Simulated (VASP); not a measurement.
Crystal: Ti5C.

```
Ti C
1.0
     4.11994    0.00000    0.00000
    -2.05997    3.56797    0.00000
     0.00000    0.00000    6.27105
Ti C
5 1
Direct
  0.33333 0.66667 0.73825
  0.66667 0.33333 0.73825
  0.66667 0.33333 0.26175
  0.33333 0.66667 0.26175
  0.00000 0.00000 0.00000
  0.00000 0.00000 0.50000
```

The cell was built from a structure type or drawn by symmetry, and may not be a known phase.

| Property | Result |
| --- | --- |
| Program | VASP 6.6.1 |
| Task | relaxation of cell and atoms |
| Functional | PBE |
| Potentials or basis | VASP PAW PBE potentials, release 64 (Ti_sv, C) |
| Cutoff | 600 eV |
| k mesh | 6 × 6 × 4 |
| Occupations | gaussian, width 0.1 eV |
| Spin | no spin polarisation |

At the start: pressure -5.4 GPa; volume 15.36 Å³/atom.

Q: How do energy, volume and symmetry change on relaxing?

A: Over 13 steps the energy falls by 286.7 meV/atom and the volume is 14.52 Å³/atom (-5.5 %); space group P6/mmm (No. 191, to 0.1 Å) before and after.

The path:
```
step  energy change (eV)  largest force (eV/Å)  pressure (GPa)  volume (Å³)
   1              0.0000                0.0929           -5.40        92.18
   2             -1.2821                0.2804            0.28        84.94
   3             -1.4540                0.5010            4.30        82.26
   4             -1.4624                0.5795            5.96        81.36
   5             -1.6375                0.2773           -1.08        86.47
   6             -1.6401                0.2531           -1.94        87.24
   7             -1.6771                0.0180            0.05        86.08
   8             -1.6850                0.2119            1.90        85.11
   9             -1.6855                0.1518            1.46        85.33
  10             -1.7049                0.1977            1.51        85.65
  11             -1.7090                0.2597            1.66        85.84
  12             -1.7198                0.0165           -0.44        87.38
  13             -1.7201                0.0243           -0.14        87.14
```

Final structure:
```xyz
6
Lattice="4.5372 0.0000 0.0000 -2.2686 3.9294 0.0000 0.0000 0.0000 4.8878" Properties=species:S:1:pos:R:3 pbc="T T T"
Ti    0.0000    2.6196    3.6764
Ti    2.2686    1.3098    3.6764
Ti    2.2686    1.3098    1.2114
Ti    0.0000    2.6196    1.2114
Ti    0.0000    0.0000    0.0000
C     0.0000    0.0000    2.4439
```

Caveat: a cell axis changed by over 15 % at a fixed basis, so the end point is rough.
